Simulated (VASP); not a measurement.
Input of a VASP 6.6.1 run:

Contents of POSCAR:

```
BiTe
1.0
    2.4227077728      1.3987509848      3.3172919545
   -2.4227077728      1.3987509848      3.3172919545
    0.0000000000     -2.7975019696      3.3172919545
Bi Te
1 1
Direct
    0.5000000000      0.5000000000      0.5000000000
    0.0050241784      0.0050241784      0.0050241784
```

The input INCAR.step1:

```
PREC = Accurate
ENCUT = 550
ISMEAR = 0
SIGMA = 0.22
LREAL = False
LASPH = True
NELM = 120
NBANDS = 18
GGA = PE
ALGO = Normal
EDIFF = 1E-5
LWAVE = True
LCHARG = False
GGA_COMPAT = False
```

The input INCAR.step2:

```
PREC = Accurate
ENCUT = 550
EDIFF = 1E-6
ISMEAR = 0
SIGMA = 0.22
LREAL = False
LASPH = True
NELM = 120
ALGO = Normal
ISIF = 2
LWAVE = False
LCHARG = False
METAGGA = R2SCAN
LMIXTAU = True
NBANDS = 18
ISTART = 1
GGA_COMPAT = False
```

Contents of KPOINTS:

```
Automatic mesh
0
Gamma
  3 3 3
```

Potentials or basis: VASP PAW PBE potentials, release 64 (Bi_d, Te).

Launch:

```bash
$ cat potpaw_PBE.64/Bi_d/POTCAR potpaw_PBE.64/Te/POTCAR > POTCAR
$ cp INCAR.step1 INCAR
$ mpirun -np 1 vasp_std > vasp.out
$ cp INCAR.step2 INCAR
$ mpirun -np 1 vasp_std > vasp.out
```

(1) Predict the largest force.

(2) Predict the pressure.

Answers

(1) 0.050 eV/Å.

(2) -0.8 GPa.

Caveat: the k points lie up to 0.54 Å⁻¹ apart; the PAW data sets were made with another functional, which shifts forces and pressure a little.
